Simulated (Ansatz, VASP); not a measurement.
Si3C4: VASP beside Ansatz

```
Si C
1.0
     4.42094    0.00000    0.00000
     0.00000    4.42094    0.00000
     0.00000    0.00000    4.42094
Si C
3 4
Direct
  0.00000 0.00000 0.50000
  0.50000 0.00000 0.00000
  0.00000 0.50000 0.00000
  0.77350 0.77350 0.77350
  0.22650 0.22650 0.77350
  0.22650 0.77350 0.22650
  0.77350 0.22650 0.22650
```

Change from the starting cell: species swapped into the Ge3As4 type (P-43m, No. 215).

Alike in both runs: task relaxation of cell and atoms; functional PBE; k mesh 8 × 8 × 8; occupations gaussian, width 0.1 eV; no spin polarisation.

|  | VASP | Ansatz |
| --- | --- | --- |
| version | VASP 6.6.1 | Ansatz 0.2.0 |
| potentials or method | VASP PAW PBE potentials, release 64 (Si, C), cutoff 600 eV | scalar-relativistic, plane waves, PAW |
| valence electrons in the cell | 28 | 28 |

Ansatz gave:

| Property | Result |
| --- | --- |
| gap on the k mesh at the Fermi level, each at its own relaxed structure (eV) | none |
| relaxed volume (Å³/atom) | 12.31 |
| relaxed cell length with the largest relative difference (Å) | 4.417 |

Estimate VASP's values.

gap on the k mesh at the Fermi level, each at its own relaxed structure (eV): none; relaxed volume (Å³/atom): 12.29; relaxed cell length with the largest relative difference (Å): 4.415.

A gap of «none» marks a metal or a gap that the smearing closes.
